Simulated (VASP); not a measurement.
## CuNi2: single point with PBE

The system is CuNi2.

```xyz
6
Lattice="2.4992 0.0000 0.0000 -1.2496 2.1644 0.0000 0.0000 0.0000 12.4607" Properties=species:S:1:pos:R:3 pbc="T T T"
Cu    0.0000    1.4429    9.3455
Cu    1.2496    0.7215    3.1152
Ni    0.0000    1.4429    1.0042
Ni    0.0000    1.4429    5.2261
Ni    1.2496    0.7215   11.4564
Ni    1.2496    0.7215    7.2346
```

- Program: VASP 6.6.1
- Task: single point
- Functional: PBE
- Potentials or basis: VASP PAW PBE potentials, release 64 (Cu, Ni)
- Cutoff: 520 eV
- k mesh: 6 × 6 × 2
- Occupations: gaussian, width 0.1 eV
- Spin: collinear spin, ferromagnetic start
- Starting moments: [0.0, 0.0, 2.0, 2.0, 2.0, 2.0] μB

- Pressure: 0.3 GPa
- Largest force: 0.018 eV/Å
- Net moment: 2.12 μB per cell
- Site moments: Cu +0.00; Ni +0.54 μB
- Valence electrons inside the program's atomic spheres: Cu 10.04; Ni 9.28

Forces in eV/Å, atoms in the order of the input:
```
Cu   0.000  0.000  0.000
Cu   0.000  0.000  0.000
Ni   0.000  0.000  0.018
Ni   0.000  0.000 -0.018
Ni   0.000  0.000 -0.018
Ni   0.000  0.000  0.018
```

Stress tensor (GPa, compression positive):
```
0.20 0.00 0.00
0.00 0.20 0.00
0.00 0.00 0.43
```

Levels at points of the mesh, in eV from the Fermi level:
Spin up:
| k point | band 29 | band 30 | band 31 | band 32 | band 33 | band 34 | band 35 | band 36 | band 37 | band 38 |
| --- | --- | --- | --- | --- | --- | --- | --- | --- | --- | --- |
| (0.00, 0.00, 0.00) | -1.07 | -0.97 | -0.97 | -0.65 | -0.65 | -0.64 | -0.64 | -0.57 | 4.88 | 9.19 |
| (0.50, 0.00, 0.00) | -0.31 | -0.30 | 0.45 | 0.76 | 0.98 | 1.85 | 2.43 | 2.75 | 6.45 | 6.56 |
| (0.00, 0.00, 0.50) | -1.01 | -1.01 | -1.01 | -1.01 | -0.65 | -0.65 | -0.65 | -0.65 | 6.40 | 6.40 |
| (0.50, 0.00, 0.50) | -0.31 | -0.31 | 0.84 | 0.84 | 1.23 | 1.23 | 2.65 | 2.65 | 6.23 | 6.23 |
Spin down:
```tsv
k point	band 26	band 27	band 28	band 29	band 30	band 31	band 32	band 33	band 34	band 35
(0.00, 0.00, 0.00)	-1.32	-1.32	-0.59	-0.53	-0.53	-0.46	-0.46	0.01	0.01	0.01
(0.50, 0.00, 0.00)	-0.02	0.27	0.27	0.36	0.36	0.47	0.83	1.17	2.01	2.60
(0.00, 0.00, 0.50)	-1.32	-1.29	-1.29	-0.49	-0.49	-0.49	-0.49	0.01	0.01	0.01
(0.50, 0.00, 0.50)	-0.11	0.27	0.27	0.36	0.36	1.03	1.03	1.32	1.32	2.86
```

Run time: 65 s on 1 thread of Intel(R) Xeon(R) 6975P-C (Granite Rapids), on a shared host, peak memory 0.24 GiB.

Caveat: the k points lie up to 0.48 Å⁻¹ apart.
